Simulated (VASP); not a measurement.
A run of VASP 6.6.1 is set up as follows.

File INCAR:

```
SYSTEM = KF
PREC = Accurate
ENCUT = 520
EDIFF = 1E-6
ISMEAR = 0
SIGMA = 0.05
LREAL = .False.
LASPH = .True.
NELM = 60
ALGO = Normal
ISIF = 2
LWAVE = .False.
LCHARG = .False.
GGA = RP
NBANDS = 15
```

Contents of KPOINTS:

```
regular mesh
0
Gamma
  8 8 8
  0 0 0
```

Contents of POSCAR:

```
KF
1.0
    0.0000000000      2.7554372887      2.7554372887
    2.7554372887      0.0000000000      2.7554372887
    2.7554372887      2.7554372887      0.0000000000
K F
1 1
Direct
    0.0000000000      0.0000000000      0.0000000000
    0.5000000000      0.5000000000      0.5000000000
```

Potentials or basis: VASP PAW PBE potentials, release 64 (K_sv, F).

Command:

```console
$ cat potpaw_PBE.64/K_sv/POTCAR potpaw_PBE.64/F/POTCAR > POTCAR
$ mpirun -np 1 vasp_std > vasp.out
```

(1) Predict the band gap on the k mesh.

(2) Estimate the pressure.

## Answers

(1) 6.02 eV.

(2) 1.0 GPa.

Caveat: the PAW data sets were made with another functional, which shifts forces and pressure a little.
